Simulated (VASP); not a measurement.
# BiTe (Fm-3m) in VASP: settings compared, part 2 of 2

VASP 6.6.1.

### Step 4. Single point, BLYP (volume scaled by 1.02)

File INCAR:

```
PREC = Accurate
ENCUT = 520
EDIFF = 1E-7
ISMEAR = -1
SIGMA = 0.02
LREAL = F
LASPH = T
NELM = 60
ALGO = Normal
ISIF = 2
LWAVE = F
LCHARG = F
GGA = B5
ALDAX = 1.0
AGGAX = 1.0
AGGAC = 1.0
ALDAC = 0.0
NBANDS = 18
```

File KPOINTS:

```
regular mesh
0
Gamma
  7 7 7
```

File POSCAR:

```
BiTe
1.0
    0.0000000000      3.2564244654      3.2564244654
    3.2564244654      0.0000000000      3.2564244654
    3.2564244654      3.2564244654      0.0000000000
Bi Te
1 1
Direct
    0.0000000000      0.0000000000      0.0000000000
    0.5000000000      0.5000000000      0.5000000000
```

Potentials or basis: VASP PAW PBE potentials, release 64 (Bi_d, Te).

Command:

```console
cat potpaw_PBE.64/Bi_d/POTCAR potpaw_PBE.64/Te/POTCAR > POTCAR
mpirun -np 1 vasp_std > vasp.out
```

OUTCAR:

```text
PREC = Accurate
   ENCUT = 520
   EDIFF = 1E-7
   ISMEAR = -1
   LREAL = F
   LASPH = T
   NELM = 60
   ISIF = 2
   GGA = B5

 ion  position               nearest neighbor table
   1  0.000  0.000  0.000-   2 3.26   2 3.26   2 3.26   2 3.26   2 3.26   2 3.26
   2  0.500  0.500  0.500-   1 3.26   1 3.26   1 3.26   1 3.26   1 3.26   1 3.26

  LATTYP: Found a face centered cubic cell.
 ALAT       =     6.5128489308

  Lattice vectors:

 A1 = (   0.0000000000,   3.2564244654,   3.2564244654)
 A2 = (   3.2564244654,   0.0000000000,   3.2564244654)
 A3 = (   3.2564244654,   3.2564244654,   0.0000000000)

Analysis of symmetry for initial positions (statically):
=====================================================================
 Subroutine PRICEL returns:
 Original cell was already a primitive cell.

 Routine SETGRP: Setting up the symmetry group for a
 face centered cubic supercell.

 Subroutine GETGRP returns: Found 48 space group operations
 (whereof 48 operations were pure point group operations)
 out of a pool of 48 trial point group operations.

The static configuration has the point symmetry O_h .

Analysis of symmetry for dynamics (positions and initial velocities):
=====================================================================
 Subroutine PRICEL returns:
 Original cell was already a primitive cell.

 Routine SETGRP: Setting up the symmetry group for a
 face centered cubic supercell.

 Subroutine GETGRP returns: Found 48 space group operations
 (whereof 48 operations were pure point group operations)
 out of a pool of 48 trial point group operations.

The dynamic configuration has the point symmetry O_h .

 Subroutine INISYM returns: Found 48 space group operations
 (whereof 48 operations are pure point group operations),
 and found     1 'primitive' translations

----------------------------------------------------------------------------------------

                                     Primitive cell

  volume of cell :      69.0642

  direct lattice vectors                    reciprocal lattice vectors
     0.000000000  3.256424465  3.256424465    -0.153542637  0.153542637  0.153542637
     3.256424465  0.000000000  3.256424465     0.153542637 -0.153542637  0.153542637
     3.256424465  3.256424465  0.000000000     0.153542637  0.153542637 -0.153542637

  length of vectors
     4.605279644  4.605279644  4.605279644     0.265943649  0.265943649  0.265943649

  position of ions in fractional coordinates (direct lattice)
     0.000000000  0.000000000  0.000000000
     0.500000000  0.500000000  0.500000000

  ion indices of the primitive-cell ions
   primitive index   ion index
                 1           1
                 2           2

----------------------------------------------------------------------------------------

 KPOINTS: regular mesh

Automatic generation of k-mesh.
 Grid dimensions read from file:
 generate k-points for:    7    7    7

 Generating k-lattice:

  Cartesian coordinates                     Fractional coordinates (reciprocal lattice)
    -0.021934662  0.021934662  0.021934662     0.142857143  0.000000000  0.000000000
     0.021934662 -0.021934662  0.021934662     0.000000000  0.142857143  0.000000000
     0.021934662  0.021934662 -0.021934662     0.000000000  0.000000000  0.142857143

  Length of vectors
     0.037991950  0.037991950  0.037991950

  Shift w.r.t. Gamma in fractional coordinates (k-lattice)
     0.000000000  0.000000000  0.000000000

 Subroutine IBZKPT returns following result:
 ===========================================

 Found     20 irreducible k-points:

 Following reciprocal coordinates:
            Coordinates               Weight
  0.000000  0.000000  0.000000      1.000000
  0.142857  0.000000  0.000000      8.000000
  0.285714  0.000000  0.000000      8.000000
  0.428571  0.000000  0.000000      8.000000
  0.142857  0.142857  0.000000      6.000000
  0.285714  0.142857  0.000000     24.000000
[... 12 lines left out ...]
 -0.428571  0.428571  0.142857     24.000000
 -0.285714  0.428571  0.142857     24.000000
   k-points           NKPTS =     20   k-points in BZ     NKDIM =     20   number of bands    NBANDS=     18
   number of dos      NEDOS =    301   number of ions     NIONS =      2
   total plane-waves  NPLWV =  46656
   dimension x,y,z NGX =    36 NGY =   36 NGZ =   36
   dimension x,y,z NGXF=    72 NGYF=   72 NGZF=   72
   ions per type =               1   1
   NGX,Y,Z   is equivalent  to a cutoff of  13.00, 13.00, 13.00 a.u.
   NGXF,Y,Z  is equivalent  to a cutoff of  25.99, 25.99, 25.99 a.u.
 SYSTEM =  unknown system
   PREC   = accura    normal or accurate (medium, high low for compatibility)
   ISTART =      0    job   : 0-new  1-cont  2-samecut
   ICHARG =      2    charge: 1-file 2-atom 10-const
   ISPIN  =      1    spin polarized calculation?
   LNONCOLLINEAR =      F non collinear calculations
   LSORBIT =      F    spin-orbit coupling
   LASPH  =      T    aspherical Exc in radial PAW
   ENCUT  =  520.0 eV  38.22 Ry    6.18 a.u.   8.56  8.56  8.56*2*pi/ulx,y,z
   NELM   =     60;   NELMIN=  2; NELMDL= -5     # of ELM steps
   EDIFF  = 0.1E-06   stopping-criterion for ELM
   LREAL  =      F    real-space projection
   EDIFFG = 0.1E-05   stopping-criterion for IOM
   NSW    =      0    number of steps for IOM
   IBRION =     -1    ionic relax: 0-MD 1-quasi-New 2-CG
   NFREE  =      0    steps in history (QN), initial steepest desc. (CG)
   ISIF   =      2    stress and relaxation
   ISYM   =      2    0-nonsym 1-usesym 2-fastsym
   POTIM  = 0.5000    time-step for ionic-motion
   TEBEG  =    0.0;   TEEND  =   0.0 temperature during run
   PSTRESS=    0.0 pullay stress
   NELECT =      21.0000    total number of electrons
   NUPDOWN=      -1.0000    fix difference up-down
   EMIN   =  10.00;   EMAX   =-10.00  energy-range for DOS
   EFERMI =   0.00;   METHOD = LEGACY
   ISMEAR =    -1;   SIGMA  =   0.02  broadening in eV -4-tet -1-fermi 0-gaus
   EFERMI_NEDOS =   21; number of points for ismear=-14 and -15
   IALGO  =     38    algorithm
   IMIX   =      4    mixing-type and parameters
     AMIX     =   0.40;   BMIX     =  1.00
     AMIX_MAG =   1.60;   BMIX_MAG =  1.00
  volume/ion in A,a.u.               =      34.53       233.03
  Fermi-wavevector in a.u.,A,eV,Ry     =   1.100855  2.080315 16.488662  1.211882
  Thomas-Fermi vector in A             =   2.237273
   LORBIT       =      0    0 simple, 1 ext, 2 COOP (PROOUT), +10 PAW based schemes
   GGA     = B5    functional components
   LHFCALC =     F    Hartree Fock is set to
   AEXX    =    0.0000 exact exchange contribution
   IVDW    =     0    specifies the selected vdW correction
   LEPSILON=     F    determine dielectric tensor
   LRPA    =     F    only Hartree local field effects (RPA)
 non-spin polarized calculation
  energy-cutoff  :      520.00
  volume of cell :       69.06
 maximum number of plane-waves:      1875
 NGX is ok and might be reduce to    36
   NGX = 17   NGY = 17   NGZ = 17

 number of electron      20.9999995 magnetization

 Free energy of the ion-electron system (eV)
  ---------------------------------------------------
  ext. energy  EPLUGINS =         0.00000000
  ---------------------------------------------------
  free energy    TOTEN  =        -5.83449207 eV

  energy without entropy =       -5.82949372  energy(sigma->0) =       -5.83199290

 E-fermi :   6.9130     XC(G=0):  -8.7138

 val. band max:        6.9029729231   @ k =  -0.4286   0.1429   0.0000
 cond. band min:       6.9171050568   @ k =  -0.4286   0.1429   0.0000
 fundamental gap:      0.0141321337
 Fermi energy:         6.9129587216

 k-point     1 :       0.0000    0.0000    0.0000
  band No.  band energies     occupation
      1     -16.1952      2.00000
      2     -16.1952      2.00000
      3     -16.1887      2.00000
      4     -16.1887      2.00000
      5     -16.1887      2.00000
      6      -6.5231      2.00000
[... 10 lines left out ...]
     17      13.3116      0.00000
     18      13.6864      0.00000
[... 379 lines left out ...]
 k-point    20 :      -0.2857    0.4286    0.1429
  band No.  band energies     occupation
      1     -16.2037      2.00000
      2     -16.1950      2.00000
      3     -16.1867      2.00000
      4     -16.1842      2.00000
      5     -16.1797      2.00000
      6      -4.3565      2.00000
[... 10 lines left out ...]
     17      16.3721      0.00000
     18      17.1429      0.00000

------------------------ aborting loop because EDIFF is reached ----------------------------------------

  FORCE on cell =-STRESS in cart. coord.  units (eV):
  Direction    XX          YY          ZZ          XY          YZ          ZX
  --------------------------------------------------------------------------------------
  -------------------------------------------------------------------------------------
  Total        1.5354619      1.5354619      1.5354619      0.0000000      0.0000000      0.0000000
  in kB       35.6202207     35.6202207     35.6202207      0.0000000      0.0000000      0.0000000
  external PRESSURE =      35.6202207 kB  Pullay stress =       0.0000000 kB

 VOLUME and BASIS-vectors are now :
 -----------------------------------------------------------------------------
  energy-cutoff  :      520.00
  volume of cell :       69.06
      direct lattice vectors                 reciprocal lattice vectors
     0.000000000  3.256424465  3.256424465    -0.153542637  0.153542637  0.153542637
     3.256424465  0.000000000  3.256424465     0.153542637 -0.153542637  0.153542637
     3.256424465  3.256424465  0.000000000     0.153542637  0.153542637 -0.153542637

 POSITION                                       TOTAL-FORCE (eV/Angst)
 -----------------------------------------------------------------------------------
      0.00000      0.00000      0.00000         0.000000      0.000000      0.000000
      3.25642      3.25642      3.25642        -0.000000     -0.000000     -0.000000
 -----------------------------------------------------------------------------------
    total drift:                               -0.000000      0.000000      0.000000

  FREE ENERGIE OF THE ION-ELECTRON SYSTEM (eV)
  ---------------------------------------------------
  free  energy   TOTEN  =        -5.8344920694 eV

  energy  without entropy=       -5.8294937239  energy(sigma->0) =       -5.83199290
```

stdout:

```text
POSCAR found type information on POSCAR BiTe
 POSCAR found :  2 types and       2 ions
 scaLAPACK will be used
 -----------------------------------------------------------------------------
|                                                                             |
|                                                                             |
|     You enforced a specific xc type in the INCAR file but a different       |
|     I HOPE YOU KNOW WHAT YOU ARE DOING!                                     |
|                                                                             |
 -----------------------------------------------------------------------------

 LDA part: xc-table for (Slater(with rela. corr.)+VWN5), standard interpolation
 POSCAR, INCAR and KPOINTS ok, starting setup
 FFT: planning ... GRIDC
 FFT: planning ... GRID_SOFT
 FFT: planning ... GRID
 WAVECAR not read
 entering main loop
```

Run time: 84 s. Hardware: 1 thread of AMD EPYC 7R13, shared host; peak memory 0.18 GiB.

What came out:

```yaml
Free_energy: -5.8345 eV
Pressure: 3.6 GPa
```

Levels at points of the mesh, in eV from the Fermi level:
```tsv
k point	band 6	band 7	band 8	band 9	band 10	band 11	band 12	band 13	band 14	band 15
(0.00, 0.00, 0.00)	-13.44	-8.32	-2.54	-2.54	-2.54	2.01	2.01	2.01	4.89	4.89
```

Caveat: the PAW data sets were made with another functional, which shifts forces and pressure a little; spin-orbit coupling is left out, which moves the levels of the heavy elements.

### Step 5. Overview

```csv
level,cell,smearing,gap on the mesh (eV),pressure (GPa)
PBEsol,"a = 4.575 Å, angles 60.0°, 2 atoms",gaussian 0.1 eV,none,-1.6
BLYP,"a = 4.575 Å, angles 60.0°, 2 atoms",fermi-dirac 0.02 eV,none,4.6
BLYP,"a = 4.605 Å, angles 60.0°, 2 atoms",fermi-dirac 0.02 eV,none,3.6
```

Alike in all rows: task single point; potentials or basis VASP PAW PBE potentials, release 64 (Bi_d, Te); no spin polarisation; k mesh 7 × 7 × 7; cutoff (eV) 520.

Caveats: the PAW data sets were made with another functional, which shifts forces and pressure a little; spin-orbit coupling is left out, which moves the levels of the heavy elements.

Absolute energies hang on the potentials; compare differences alone.
